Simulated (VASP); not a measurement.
PtS2:

```
CELL_PARAMETERS angstrom
5.45791 0.00000 0.00000
0.00000 5.45791 0.00000
0.00000 0.00000 3.81595
ATOMIC_POSITIONS crystal
Pt 0.00000 0.00000 0.00000
Pt 0.50000 0.50000 0.50000
S 0.30963 0.30963 0.00000
S 0.19037 0.80963 0.50000
S 0.80963 0.19037 0.50000
S 0.69037 0.69037 0.00000
```

- Program: VASP 6.6.1
- Task: relaxation of cell and atoms
- Functional: PBEsol
- Potentials or basis: VASP PAW PBE potentials, release 64 (Pt, S)
- Cutoff: 600 eV
- k mesh: 4 × 4 × 6
- Occupations: fermi-dirac, width 0.02 eV
- Spin: no spin polarisation

At the start: pressure -5.0 GPa; volume 18.95 Å³/atom.

How do energy, volume and symmetry change on relaxing?

Over 13 steps the energy falls by 12.2 meV/atom and the volume is 18.18 Å³/atom (-4.0 %); space group P4_2/mnm (No. 136, to 0.05 Å).

Step by step:
| step | energy change (eV) | largest force (eV/Å) | pressure (GPa) | volume (Å³) |
| --- | --- | --- | --- | --- |
| 1 | 0.0000 | 0.0537 | -5.01 | 113.67 |
| 2 | 0.0502 | 0.2289 | 7.64 | 104.21 |
| 3 | -0.0700 | 0.0558 | -0.11 | 109.42 |
| 4 | -0.0700 | 0.0581 | 0.01 | 109.34 |
| 5 | -0.0727 | 0.0196 | 0.07 | 109.11 |
| 6 | -0.0728 | 0.0328 | 0.07 | 109.07 |
| 7 | -0.0728 | 0.0347 | 0.06 | 109.06 |
| 8 | -0.0728 | 0.0388 | 0.07 | 109.05 |
| 9 | -0.0728 | 0.0374 | 0.07 | 109.06 |
| 10 | -0.0730 | 0.0224 | -0.07 | 109.16 |
| 11 | -0.0730 | 0.0165 | -0.13 | 109.20 |
| 12 | -0.0731 | 0.0079 | 0.05 | 109.06 |
| 13 | -0.0731 | 0.0009 | -0.01 | 109.10 |

Final structure:
```
CELL_PARAMETERS angstrom
5.36917 0.00000 0.00000
0.00000 5.36917 0.00000
0.00000 0.00000 3.78456
ATOMIC_POSITIONS crystal
Pt 0.00000 0.00000 0.00000
Pt 0.50000 0.50000 0.50000
S 0.30981 0.30981 0.00000
S 0.19019 0.80981 0.50000
S 0.80981 0.19019 0.50000
S 0.69019 0.69019 0.00000
```

Caveat: the PAW data sets were made with another functional, which shifts forces and pressure a little.
